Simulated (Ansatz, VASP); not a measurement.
**Cu: VASP beside Ansatz**

The input INCAR:

```
SYSTEM = Cu
PREC = Accurate
ENCUT = 520
EDIFF = 1E-6
ISMEAR = 0
SIGMA = 0.15
LREAL = .FALSE.
LASPH = .TRUE.
NELM = 80
ALGO = Normal
ISIF = 2
LWAVE = .FALSE.
LCHARG = .TRUE.
GGA = PE
LELF = .TRUE.
LVHAR = .TRUE.
NBANDS = 12
```

Contents of KPOINTS:

```
regular mesh
0
G
  22 22 22
  0 0 0
```

POSCAR

```
Cu
1.0
    0.0000000000      1.7623125000      1.7171250000
    1.7623125000      0.0000000000      1.7171250000
    1.7623125000      1.7623125000      0.0000000000
Cu
1
Direct
    0.0000000000      0.0000000000      0.0000000000
```

Input for Ansatz:

```yaml
crystal:
  lattice:
    - [0.0, 1.7623125, 1.717125]
    - [1.7623125, 0.0, 1.717125]
    - [1.7623125, 1.7623125, 0.0]
  atoms:
    - { symbol: Cu, position: [0.0, 0.0, 0.0] }
basis:
  ecutwfc: 420
kpoints:
  mp_grid: { grid: [22, 22, 22] }
hamiltonian:
  xc: pbe
scf:
  occupations: { method: gaussian, width: 0.15 }
output:
  forces: true
  stress: true
  eigenvalues: true
```

Change from the starting cell: strain -0.025 along x and y, -0.050 along z, atoms carried along.

Alike in both runs: task single point; functional PBE; k mesh 22 × 22 × 22; occupations gaussian, width 0.15 eV; no spin polarisation.

|  | VASP | Ansatz |
| --- | --- | --- |
| version | VASP 6.6.1 | Ansatz 0.2.0 |
| potentials or method | VASP PAW PBE potentials, release 64 (Cu), cutoff 520 eV | scalar-relativistic, plane waves, PAW |
| valence electrons in the cell | 11 | 19 |

Ansatz gave:

```
gap on the k mesh at the Fermi level (eV)                     : none
pressure (GPa)                                                : 21.5
traceless stress, the component that is largest in VASP (GPa) : 1.23
```

Q: Estimate VASP's values.

A: gap on the k mesh at the Fermi level (eV): none; pressure (GPa): 22.0; traceless stress, the component that is largest in VASP (GPa): 1.23.

A gap of «none» marks a metal or a gap that the smearing closes. VASP's potentials hold 11 valence electrons a cell and Ansatz's 19, so a difference there can come from the potentials and not from the codes.
